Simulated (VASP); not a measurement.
PbO2: single point with PBE

PbO2:

```
Pb O
1.0
     4.95770    0.00000    0.00000
     0.00000    4.95770    0.00000
     0.00000    0.00000    3.38790
Pb O
2 4
Direct
  0.00000 0.00000 0.00000
  0.50000 0.50000 0.50000
  0.30720 0.30720 0.00000
  0.19280 0.80720 0.50000
  0.69280 0.69280 0.00000
  0.80720 0.19280 0.50000
```

* Program: VASP 6.6.1
* Task: single point
* Functional: PBE
* Potentials or basis: VASP PAW PBE potentials, release 64 (Pb_d, O)
* Cutoff: 520 eV
* k mesh: 8 × 8 × 10
* Occupations: gaussian, width 0.1 eV
* Spin: no spin polarisation
* Dipole correction: no
* Further INCAR settings: ALGO = Normal; EDIFF = 1e-06; NBANDS = 35

The pressure is 9.3 GPa and the largest force is 0.072 eV/Å.

Forces in eV/Å, atoms in the order of the input:
```
Pb   0.000  0.000  0.000
Pb   0.000  0.000  0.000
O   -0.051 -0.051  0.000
O    0.051 -0.051  0.000
O    0.051  0.051  0.000
O   -0.051  0.051  0.000
```

Stress tensor (GPa, compression positive):
```
 8.59  0.00  0.00
 0.00  8.59  0.00
 0.00  0.00 10.74
```

Levels at points of the mesh, in eV from the Fermi level:
```csv
k point,band 22,band 23,band 24,band 25,band 26,band 27,band 28,band 29,band 30,band 31
"(0.00, 0.00, 0.00)",-0.65,-0.65,-0.62,-0.62,-0.62,0.04,4.39,5.94,5.94,9.73
"(0.50, 0.00, 0.00)",-1.38,-0.66,-0.66,-0.42,-0.42,2.54,2.54,6.55,6.55,9.94
"(0.50, 0.50, 0.00)",-1.65,-0.67,-0.67,-0.53,-0.53,2.96,2.96,6.85,6.85,10.27
"(0.00, 0.00, 0.50)",-2.05,-1.19,-1.19,-0.84,-0.84,3.88,3.88,9.00,9.00,9.77
"(0.50, 0.00, 0.50)",-1.12,-0.85,-0.85,-0.21,-0.21,4.20,4.20,7.44,7.44,10.07
"(0.50, 0.50, 0.50)",-1.87,-0.72,-0.72,-0.58,-0.58,2.93,2.93,8.41,8.41,9.95
```

Wall time 2.6 min on 1 thread of Intel(R) Xeon(R) Platinum 8488C (Sapphire Rapids) (shared host), peak memory 0.34 GiB.

Caveat: the cell stands under pressure; spin-orbit coupling is left out, which moves the levels of the heavy elements.
